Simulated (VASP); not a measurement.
## BN: single point with PBE

The system is BN.

```xyz
4
Lattice="2.5001 0.0000 0.0000 -1.2501 2.1652 0.0000 0.0000 0.0000 4.0223" Properties=species:S:1:pos:R:3 pbc="T T T"
B     0.0000    0.0000    0.0000
B     0.0000    0.0000    2.0111
N     0.0000    1.4434    1.0056
N     1.2501    0.7217    3.0167
```

| Property | Result |
| --- | --- |
| Program | VASP 6.6.1 |
| Task | single point |
| Functional | PBE |
| Potentials or basis | VASP PAW PBE potentials, release 64 (B, N) |
| Cutoff | 520 eV |
| k mesh | 12 × 12 × 6 |
| Occupations | fermi-dirac, width 0.02 eV |
| Spin | no spin polarisation |

| Item | Value |
| --- | --- |
| Pressure | -0.2 GPa |
| Band gap on the k mesh | 1.49 eV, indirect (least direct gap 5.13 eV) |

Stress tensor (GPa, compression positive):
```
-0.16  0.00  0.00
 0.00 -0.16  0.00
 0.00  0.00 -0.37
```

Levels at points of the mesh, in eV from the valence-band top:
```csv
k point,band 6,band 7,band 8,band 9,band 10,band 11
"(0.00, 0.00, 0.00)",-0.66,-0.66,-0.22,5.73,7.93,8.27
"(0.50, 0.00, 0.00)",-5.63,-4.32,-0.58,5.35,5.45,6.00
"(0.00, 0.00, 0.50)",-0.94,-0.94,-0.94,6.97,6.97,7.74
"(0.50, 0.00, 0.50)",-3.84,-3.26,-3.26,4.66,4.66,7.56
```

It took 17 s on 1 thread of Intel(R) Xeon(R) Platinum 8259CL CPU @ 2.50GHz (Skylake/Cascade Lake), on a shared host, peak memory 0.14 GiB.

A k mesh can miss the band edges. Expect the measured gap to be larger: semilocal functionals such as PBE lack the derivative discontinuity.
